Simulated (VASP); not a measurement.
Wanted: the native input for a VASP 6.6.1 run.

* Task: single point
* Functional: PBE
* Potentials or basis: VASP PAW PBE potentials, release 64 (K_sv, Nb_sv, O)
* Cutoff: 520 eV
* k mesh: 6 × 6 × 6
* Occupations: gaussian, width 0.1 eV
* Spin: collinear spin
* Starting moments: [0.03, 0.41, -0.03, -0.03] μB
* Dipole correction: no
* Further INCAR settings: ALGO = Normal; EDIFF = 1e-06; NBANDS = 29

The structure of KNbO2 lies in POSCAR:

```
KNbO2
1.0
   -2.1442149400      2.2975117300      3.5595229300
    2.1442149400     -2.2975117300      3.5595229300
    2.1442149400      2.2975117300     -3.5595229300
K Nb O
1 1 2
Direct
    0.5000000000      0.5000000000      0.0000000000
    0.0000000000      0.0000000000      0.0000000000
    0.3462627900      0.0000000000      0.3462627900
    0.6537372100      0.0000000000      0.6537372100
```

The cell was generated, and may not be a known phase.

These files were run (other wordings do the same):

INCAR

```
ALGO     = Normal         # electronic algorithm
EDIFF    = 1E-6           # SCF threshold, eV
ENCUT    = 520            # plane-wave cutoff, eV
GGA      = PE             # functional
ISIF     = 2              # what is computed and relaxed
ISMEAR   = 0              # smearing method
ISPIN    = 2              # spin polarisation
LASPH    = T              # aspherical terms in the spheres
LCHARG   = F              # write CHGCAR
LMAXMIX  = 4              # l up to which the mixer works
LORBIT   = 11             # projections on sites
LREAL    = F              # projectors in reciprocal space
LWAVE    = F              # write WAVECAR
MAGMOM   = 0.03 0.41 -0.03 -0.03 # initial moments
NBANDS   = 29             # bands
NELM     = 150            # most SCF steps
PREC     = Accurate       # precision mode
SIGMA    = 0.1            # smearing width, eV
```

KPOINTS

```
k-points
0
Gamma
  6 6 6
```

Potentials or basis: VASP PAW PBE potentials, release 64 (K_sv, Nb_sv, O).

Command:

```console
$ cat potpaw_PBE.64/K_sv/POTCAR potpaw_PBE.64/Nb_sv/POTCAR potpaw_PBE.64/O/POTCAR > POTCAR
$ mpirun -np 1 vasp_std > vasp.out
```

It gave:

```json
{"Pressure": "64.7 GPa", "Largest force": "9.045 eV/Å", "Net moment": "1.90 μB per cell", "Site moments": "K +0.03; Nb +1.22; O -0.03 μB", "Valence electrons inside the program's atomic spheres": "K 7.74; Nb 11.60; O 5.21"}
```

Caveat: the stress differs along the axes, from 4 to 151 GPa; forces of over 1 eV/Å act on the atoms, so gaps and moduli don't describe the material at rest.

Run time: 3.5 min on 1 thread of Intel(R) Xeon(R) Platinum 8488C (Sapphire Rapids) (shared host), peak memory 0.33 GiB.
